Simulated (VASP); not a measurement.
# VSi2 (P6_422) in VASP: a series of runs

VSi2 is run at these levels: PBEsol; tasks: single point, relaxation of shape and atoms at fixed volume.

Program: VASP 6.6.1. These are calculated values, not measurements. Logs are shortened: lines on timing, memory, paths and dates and some standing lists are left out, and cuts for length are marked.

**1. The cell of the first run**

Symmetry: P6_422, No. 181, hexagonal system. The conventional cell has a = 4.571 Å, b = 4.571 Å, c = 6.374 Å, α = 90.00°, β = 90.00°, γ = 120.00°. Within 3.3 Å of V (site symmetry 222) lie 10 Si at 2.51 to 2.67 Å and 4 V at 3.12 Å. Within 3.3 Å of Si (site symmetry 2) lie 9 Si at 2.49 to 3.16 Å and 5 V at 2.51 to 2.67 Å.

**2. Single point, PBEsol (12.81 Å³/atom)**

Input file INCAR:

```
SYSTEM = VSi2
ALGO = Normal
EDIFF = 1E-6
ENCUT = 520
GGA = PS
ISIF = 2
ISMEAR = 0
LASPH = .True.
LCHARG = .False.
LREAL = .False.
LWAVE = .False.
NBANDS = 42
NELM = 80
PREC = Accurate
SIGMA = 0.1
```

Input file KPOINTS:

```
k-points
0
Gamma
  12 12 6
  0 0 0
```

Input file POSCAR:

```
VSi2
1.0
    4.5706253538      0.0000000000      0.0000000000
   -2.2853126769      3.9582776676      0.0000000000
    0.0000000000      0.0000000000      6.3740261627
V Si
3 6
Direct
    0.5000000000      0.0000000000      0.0000000000
    0.5000000000      0.5000000000      0.6666666667
    0.0000000000      0.5000000000      0.3333333333
    0.1630447966      0.3260895932      0.0000000000
    0.8369552034      0.1630447966      0.6666666667
    0.6739104068      0.8369552034      0.3333333333
    0.8369552034      0.6739104068      0.0000000000
    0.1630447966      0.8369552034      0.6666666667
    0.3260895932      0.1630447966      0.3333333333
```

Potentials or basis: VASP PAW PBE potentials, release 64 (V_sv, Si).

Run with:

```console
$ cat potpaw_PBE.64/V_sv/POTCAR potpaw_PBE.64/Si/POTCAR > POTCAR
$ mpirun -np 1 vasp_std > vasp.out
```

OUTCAR:

```text
SYSTEM = VSi2
   EDIFF = 1E-6
   ENCUT = 520
   GGA = PS
   ISIF = 2
   ISMEAR = 0
   LASPH = .True.
   LREAL = .False.
   NELM = 80
   PREC = Accurate

 ion  position               nearest neighbor table
   1  0.500  0.000  0.000-   6 2.51   9 2.51   8 2.51   5 2.51   4 2.62   7 2.62   7 2.62   4 2.62
                             4 2.67   7 2.67
   2  0.500  0.500  0.667-   4 2.51   7 2.51   6 2.51   9 2.51   8 2.62   5 2.62   8 2.62   5 2.62
                             8 2.67   5 2.67
   3  0.000  0.500  0.333-   4 2.51   7 2.51   5 2.51   8 2.51   6 2.62   9 2.62   9 2.62   6 2.62
                             6 2.67   9 2.67
   4  0.163  0.326  0.000-   5 2.49   9 2.49   3 2.51   2 2.51   7 2.58   1 2.62   1 2.62   1 2.67
                             7 2.67   7 2.67   8 3.08   6 3.08
   5  0.837  0.163  0.667-   4 2.49   6 2.49   1 2.51   3 2.51   8 2.58   2 2.62   2 2.62   2 2.67
                             8 2.67   8 2.67   7 3.08   9 3.08
   6  0.674  0.837  0.333-   7 2.49   5 2.49   1 2.51   2 2.51   9 2.58   3 2.62   3 2.62   3 2.67
                             9 2.67   9 2.67   4 3.08   8 3.08
   7  0.837  0.674  0.000-   8 2.49   6 2.49   3 2.51   2 2.51   4 2.58   1 2.62   1 2.62   1 2.67
                             4 2.67   4 2.67   5 3.08   9 3.08
   8  0.163  0.837  0.667-   7 2.49   9 2.49   1 2.51   3 2.51   5 2.58   2 2.62   2 2.62   2 2.67
                             5 2.67   5 2.67   4 3.08   6 3.08
   9  0.326  0.163  0.333-   4 2.49   8 2.49   1 2.51   2 2.51   6 2.58   3 2.62   3 2.62   3 2.67
                             6 2.67   6 2.67   7 3.08   5 3.08

  LATTYP: Found a hexagonal cell.
 ALAT       =     4.5706253538
 C/A-ratio  =     1.3945632532

  Lattice vectors:

 A1 = (   4.5706253538,   0.0000000000,   0.0000000000)
 A2 = (  -2.2853126769,   3.9582776676,   0.0000000000)
 A3 = (   0.0000000000,   0.0000000000,   6.3740261627)

Analysis of symmetry for initial positions (statically):
=====================================================================
 Subroutine PRICEL returns:
 Original cell was already a primitive cell.

 Routine SETGRP: Setting up the symmetry group for a
 hexagonal supercell.

 Subroutine GETGRP returns: Found 12 space group operations
 (whereof  4 operations were pure point group operations)
 out of a pool of 24 trial point group operations.

The static configuration has the point symmetry D_2 .
 The point group associated with its full space group is D_6 .

Analysis of symmetry for dynamics (positions and initial velocities):
=====================================================================
 Subroutine PRICEL returns:
 Original cell was already a primitive cell.

 Routine SETGRP: Setting up the symmetry group for a
 hexagonal supercell.

 Subroutine GETGRP returns: Found 12 space group operations
 (whereof  4 operations were pure point group operations)
 out of a pool of 24 trial point group operations.

The dynamic configuration has the point symmetry D_2 .
 The point group associated with its full space group is D_6 .

 Subroutine INISYM returns: Found 12 space group operations
 (whereof  4 operations are pure point group operations),
 and found     1 'primitive' translations

----------------------------------------------------------------------------------------

                                     Primitive cell

  volume of cell :     115.3176

  direct lattice vectors                    reciprocal lattice vectors
     4.570625354  0.000000000  0.000000000     0.218788442  0.126317566  0.000000000
    -2.285312677  3.958277668  0.000000000     0.000000000  0.252635132  0.000000000
     0.000000000  0.000000000  6.374026163     0.000000000  0.000000000  0.156886711

  length of vectors
     4.570625354  4.570625354  6.374026163     0.252635132  0.252635132  0.156886711

  position of ions in fractional coordinates (direct lattice)
     0.500000000  0.000000000  0.000000000
     0.500000000  0.500000000  0.666666667
     0.000000000  0.500000000  0.333333333
     0.163044797  0.326089593  0.000000000
     0.836955203  0.163044797  0.666666667
     0.673910407  0.836955203  0.333333333
     0.836955203  0.673910407  0.000000000
     0.163044797  0.836955203  0.666666667
     0.326089593  0.163044797  0.333333333

  ion indices of the primitive-cell ions
   primitive index   ion index
                 1           1
                 2           2
                 3           3
                 4           4
                 5           5
                 6           6
                 7           7
                 8           8
                 9           9

----------------------------------------------------------------------------------------

 KPOINTS: k-points

Automatic generation of k-mesh.
 Grid dimensions read from file:
 generate k-points for:   12   12    6

 Generating k-lattice:

  Cartesian coordinates                     Fractional coordinates (reciprocal lattice)
     0.018232370  0.010526464  0.000000000     0.083333333  0.000000000  0.000000000
     0.000000000  0.021052928  0.000000000     0.000000000  0.083333333  0.000000000
     0.000000000  0.000000000  0.026147785     0.000000000  0.000000000  0.166666667

  Length of vectors
     0.021052928  0.021052928  0.026147785

  Shift w.r.t. Gamma in fractional coordinates (k-lattice)
     0.000000000  0.000000000  0.000000000

 Subroutine IBZKPT returns following result:
 ===========================================

 Found     76 irreducible k-points:

 Following reciprocal coordinates:
            Coordinates               Weight
  0.000000  0.000000  0.000000      1.000000
  0.083333  0.000000  0.000000      6.000000
  0.166667 -0.000000  0.000000      6.000000
  0.250000 -0.000000  0.000000      6.000000
  0.333333  0.000000  0.000000      6.000000
  0.416667  0.000000  0.000000      6.000000
[... 16 lines left out ...]
  0.250000 -0.000000  0.166667     12.000000
  0.333333  0.000000  0.166667     12.000000
 [... further k-points ...]
   k-points           NKPTS =     76   k-points in BZ     NKDIM =     76   number of bands    NBANDS=     42
   number of dos      NEDOS =    301   number of ions     NIONS =      9
   total plane-waves  NPLWV =  62208
   dimension x,y,z NGX =    36 NGY =   36 NGZ =   48
   dimension x,y,z NGXF=    72 NGYF=   72 NGZF=   96
   ions per type =               3   6
   NGX,Y,Z   is equivalent  to a cutoff of  13.09, 13.09, 12.52 a.u.
   NGXF,Y,Z  is equivalent  to a cutoff of  26.19, 26.19, 25.04 a.u.
 SYSTEM =  VSi2
   PREC   = accura    normal or accurate (medium, high low for compatibility)
   ISTART =      0    job   : 0-new  1-cont  2-samecut
   ICHARG =      2    charge: 1-file 2-atom 10-const
   ISPIN  =      1    spin polarized calculation?
   LNONCOLLINEAR =      F non collinear calculations
   LSORBIT =      F    spin-orbit coupling
   LASPH  =      T    aspherical Exc in radial PAW
   ENCUT  =  520.0 eV  38.22 Ry    6.18 a.u.   8.50  8.50 11.85*2*pi/ulx,y,z
   NELM   =     80;   NELMIN=  2; NELMDL= -5     # of ELM steps
   EDIFF  = 0.1E-05   stopping-criterion for ELM
   LREAL  =      F    real-space projection
   EDIFFG = 0.1E-04   stopping-criterion for IOM
   NSW    =      0    number of steps for IOM
   IBRION =     -1    ionic relax: 0-MD 1-quasi-New 2-CG
   NFREE  =      0    steps in history (QN), initial steepest desc. (CG)
   ISIF   =      2    stress and relaxation
   ISYM   =      2    0-nonsym 1-usesym 2-fastsym
   POTIM  = 0.5000    time-step for ionic-motion
   TEBEG  =    0.0;   TEEND  =   0.0 temperature during run
   PSTRESS=    0.0 pullay stress
   NELECT =      63.0000    total number of electrons
   NUPDOWN=      -1.0000    fix difference up-down
   EMIN   =  10.00;   EMAX   =-10.00  energy-range for DOS
   EFERMI =   0.00;   METHOD = LEGACY
   ISMEAR =     0;   SIGMA  =   0.10  broadening in eV -4-tet -1-fermi 0-gaus
   EFERMI_NEDOS =   21; number of points for ismear=-14 and -15
   IALGO  =     38    algorithm
   IMIX   =      4    mixing-type and parameters
     AMIX     =   0.40;   BMIX     =  1.00
     AMIX_MAG =   1.60;   BMIX_MAG =  1.00
  volume/ion in A,a.u.               =      12.81        86.47
  Fermi-wavevector in a.u.,A,eV,Ry     =   1.338309  2.529038 24.369005  1.791071
  Thomas-Fermi vector in A             =   2.466790
   LORBIT       =      0    0 simple, 1 ext, 2 COOP (PROOUT), +10 PAW based schemes
   GGA     = PS    functional components
   LHFCALC =     F    Hartree Fock is set to
   AEXX    =    0.0000 exact exchange contribution
   IVDW    =     0    specifies the selected vdW correction
   LEPSILON=     F    determine dielectric tensor
   LRPA    =     F    only Hartree local field effects (RPA)
 non-spin polarized calculation
 Gauss-broadening in eV      SIGMA  =   0.10
  energy-cutoff  :      520.00
  volume of cell :      115.32
 maximum number of plane-waves:      3132
 NGX is ok and might be reduce to    36
   NGX = 17   NGY = 17   NGZ = 23

 number of electron      63.0000013 magnetization

 Free energy of the ion-electron system (eV)
  ---------------------------------------------------
  ext. energy  EPLUGINS =         0.00000000
  ---------------------------------------------------
  free energy    TOTEN  =       -68.67700610 eV

  energy without entropy =      -68.64387011  energy(sigma->0) =      -68.66043811

 E-fermi :  11.1026     XC(G=0): -12.2550

 val. band max:       11.0968501448   @ k =   0.4167   0.1667   0.3333
 cond. band min:      11.1076231073   @ k =   0.3333   0.3333   0.3333
 fundamental gap:      0.0107729625
 Fermi energy:        11.1026469943

 k-point     1 :       0.0000    0.0000    0.0000
  band No.  band energies     occupation
      1     -52.6141      2.00000
      2     -52.5989      2.00000
      3     -52.5989      2.00000
      4     -26.6886      2.00000
      5     -26.6886      2.00000
      6     -26.6668      2.00000
[... 34 lines left out ...]
     41      14.1574      0.00000
     42      14.2636      0.00000

 k-point     2 :       0.0833    0.0000    0.0000
  band No.  band energies     occupation
      1     -52.6139      2.00000
      2     -52.5991      2.00000
      3     -52.5989      2.00000
      4     -26.6910      2.00000
      5     -26.6886      2.00000
      6     -26.6643      2.00000
[... 34 lines left out ...]
     41      14.1722      0.00000
     42      14.3121      0.00000

 k-point     3 :       0.1667   -0.0000    0.0000
  band No.  band energies     occupation
      1     -52.6132      2.00000
      2     -52.5997      2.00000
      3     -52.5989      2.00000
      4     -26.6960      2.00000
      5     -26.6885      2.00000
      6     -26.6592      2.00000
[... 34 lines left out ...]
     41      14.1745      0.00000
     42      14.4556      0.00000

 k-point     4 :       0.2500   -0.0000    0.0000
  band No.  band energies     occupation
      1     -52.6121      2.00000
      2     -52.6008      2.00000
      3     -52.5989      2.00000
      4     -26.7011      2.00000
      5     -26.6883      2.00000
      6     -26.6540      2.00000
[... 844 lines left out ...]
     41      14.1465      0.00000
     42      14.5811      0.00000

 k-point    23 :       0.2500   -0.0000    0.1667
  band No.  band energies     occupation
      1     -52.6117      2.00000
      2     -52.6026      2.00000
      3     -52.5975      2.00000
      4     -26.7024      2.00000
      5     -26.6871      2.00000
      6     -26.6482      2.00000
[... 34 lines left out ...]
     41      14.2028      0.00000
     42      14.5613      0.00000

 k-point    24 :       0.3333    0.0000    0.1667
  band No.  band energies     occupation
      1     -52.6105      2.00000
      2     -52.6030      2.00000
      3     -52.5982      2.00000
      4     -26.7038      2.00000
      5     -26.6896      2.00000
      6     -26.6457      2.00000
[... 34 lines left out ...]
     41      14.3327      0.00000
     42      14.5649      0.00000

 [... further k-points ...]

------------------------ aborting loop because EDIFF is reached ----------------------------------------

  FORCE on cell =-STRESS in cart. coord.  units (eV):
  Direction    XX          YY          ZZ          XY          YZ          ZX
  --------------------------------------------------------------------------------------
  -------------------------------------------------------------------------------------
  Total       -3.5606343     -3.5606343     -3.5219795      0.0000000      0.0000000      0.0000000
  in kB      -49.4700364    -49.4700364    -48.9329817      0.0000000      0.0000000      0.0000000
  external PRESSURE =     -49.2910182 kB  Pullay stress =       0.0000000 kB

 VOLUME and BASIS-vectors are now :
 -----------------------------------------------------------------------------
  energy-cutoff  :      520.00
  volume of cell :      115.32
      direct lattice vectors                 reciprocal lattice vectors
     4.570625354  0.000000000  0.000000000     0.218788442  0.126317566  0.000000000
    -2.285312677  3.958277668  0.000000000     0.000000000  0.252635132  0.000000000
     0.000000000  0.000000000  6.374026163     0.000000000  0.000000000  0.156886711

 POSITION                                       TOTAL-FORCE (eV/Angst)
 -----------------------------------------------------------------------------------
      2.28531      0.00000      0.00000        -0.000000     -0.000000     -0.000000
      1.14266      1.97914      4.24935        -0.000000     -0.000000      0.000000
     -1.14266      1.97914      2.12468        -0.000000     -0.000000      0.000000
     -0.00000      1.29075      0.00000        -0.000000      0.001804     -0.000000
      3.45280      0.64538      4.24935        -0.001562      0.000902     -0.000000
      1.16749      3.31290      2.12468        -0.001562     -0.000902     -0.000000
      2.28531      2.66752      0.00000        -0.000000     -0.001804     -0.000000
     -1.16749      3.31290      4.24935         0.001562     -0.000902     -0.000000
      1.11783      0.64538      2.12468         0.001562      0.000902     -0.000000
 -----------------------------------------------------------------------------------
    total drift:                                0.000000     -0.000000     -0.000001

  FREE ENERGIE OF THE ION-ELECTRON SYSTEM (eV)
  ---------------------------------------------------
  free  energy   TOTEN  =       -68.6770061027 eV

  energy  without entropy=      -68.6438701099  energy(sigma->0) =      -68.66043811
```

Run time: 2.7 min. Hardware: 1 thread of Intel Xeon 6975P-C (Granite Rapids), shared host; peak memory 0.41 GiB.

What came out:

| Property | Result |
| --- | --- |
| Free energy | -68.6770 eV |
| Pressure | -4.9 GPa |
| Band gap on the k mesh | zero (an odd number of electrons rules out a gap without spin polarisation) |

Levels at points of the mesh, in eV from the Fermi level:
| k point | band 30 | band 31 | band 32 | band 33 | band 34 | band 35 |
| --- | --- | --- | --- | --- | --- | --- |
| (0.00, 0.00, 0.00) | -1.81 | -1.81 | -1.71 | 0.35 | 2.07 | 2.40 |
| (0.50, 0.00, 0.00) | -0.58 | -0.12 | 0.05 | 0.41 | 1.02 | 1.38 |
| (0.00, 0.00, 0.50) | -1.85 | -1.58 | 0.53 | 0.53 | 2.06 | 2.42 |
| (0.50, 0.00, 0.50) | -1.27 | -0.46 | -0.06 | 0.81 | 1.25 | 1.70 |

Caveat: the cell stands under tension; the PAW data sets were made with another functional, which shifts forces and pressure a little.

(Continued in part 2 of 2.)
